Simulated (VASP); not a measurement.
A run of VASP 6.6.1 is set up as follows.

Contents of INCAR:

```
SYSTEM = C
  ALGO = Normal
  EDIFF = 1E-6
  ENCUT = 700
  GGA = PE
  GGA_COMPAT = .False.
  ISIF = 2
  ISMEAR = -1
  ISYM = -1
  IVDW = 12
  LASPH = .True.
  LCHARG = .False.
  LREAL = Auto
  LWAVE = .False.
  NBANDS = 51
  NELM = 120
  PREC = Accurate
  SIGMA = 0.05
```

File KPOINTS:

```
explicit points
4
Reciprocal
  0.25000000   0.25000000   0.25000000 2
  0.25000000   0.25000000   0.75000000 2
  0.25000000   0.75000000   0.25000000 2
  0.25000000   0.75000000   0.75000000 2
```

Contents of POSCAR:

```
C
1.0
    3.6842552433     -6.3813172695      0.0000000000
   -7.3685104866      0.0000000000      0.0000000000
    0.0000000000      0.0000000000     -8.5238033600
C
18
Direct
    0.4444444444      0.5555555556      0.0000000000
    0.1111111111      0.5555555556      0.0000000000
    0.7777777778      0.5555555556      0.0000000000
    0.4444444444      0.2222222222      0.0000000000
    0.1111111111      0.2222222222      0.0000000000
    0.7777777778      0.2222222222      0.0000000000
    0.4444444444      0.8888888889      0.0000000000
    0.1111111111      0.8888888889      0.0000000000
    0.7777777778      0.8888888889      0.0000000000
    0.5555555556      0.4444444444      0.0000000000
    0.2222222222      0.4444444444      0.0000000000
    0.8888888889      0.4444444444      0.0000000000
    0.5555555556      0.1111111111      0.0000000000
    0.2222222222      0.1111111111      0.0000000000
    0.8888888889      0.1111111111      0.0000000000
    0.5555555556      0.7777777778      0.0000000000
    0.2222222222      0.7777777778      0.0000000000
    0.8888888889      0.7777777778      0.0000000000
```

Potentials or basis: VASP PAW PBE potentials, release 64 (C).

Run with:

```console
$ cat potpaw_PBE.64/C/POTCAR > POTCAR
$ mpirun -np 1 vasp_std > vasp.out
```

(1) Predict the largest force.

(2) What does it give for the dispersion energy per atom?

Results:

(1) 0.111 eV/Å.

(2) -0.090 eV.

Caveat: there is no dipole correction, which matters where the two faces differ.
